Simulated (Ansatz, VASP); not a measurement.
## Ag: VASP beside Ansatz

```
Ag
1.0
     0.00000    2.08281    2.08281
     2.08281    0.00000    2.08281
     2.08281    2.08281    0.00000
Ag
1
Direct
  0.00000 0.00000 0.00000
```

Alike in both runs: task single point; functional r2SCAN0; k mesh 6 × 6 × 6; occupations fermi-dirac, width 0.05 eV; no spin polarisation.

```csv
,VASP,Ansatz
version,VASP 6.6.1,Ansatz 0.2.0
potentials or method,"VASP PAW PBE potentials, release 64 (Ag)",Ansatz PAW
plane-wave cutoff (eV),520,500
valence electrons in the cell,11,19
```

```tsv
	VASP	Ansatz	Ansatz less VASP
gap on the k mesh at the Fermi level (eV)	none	none	-
pressure (GPa)	-1.5	-1.5	+0.04
```

VASP's potentials were made for PBE, not for r2SCAN0. A gap of «none» marks a metal or a gap that the smearing closes. The functional is the same, so the differences come from potentials, cutoffs and numerics. VASP's potentials hold 11 valence electrons a cell and Ansatz's 19, so a difference there can come from the potentials and not from the codes.

The k mesh is coarse, so the values compare programs but aren't converged.
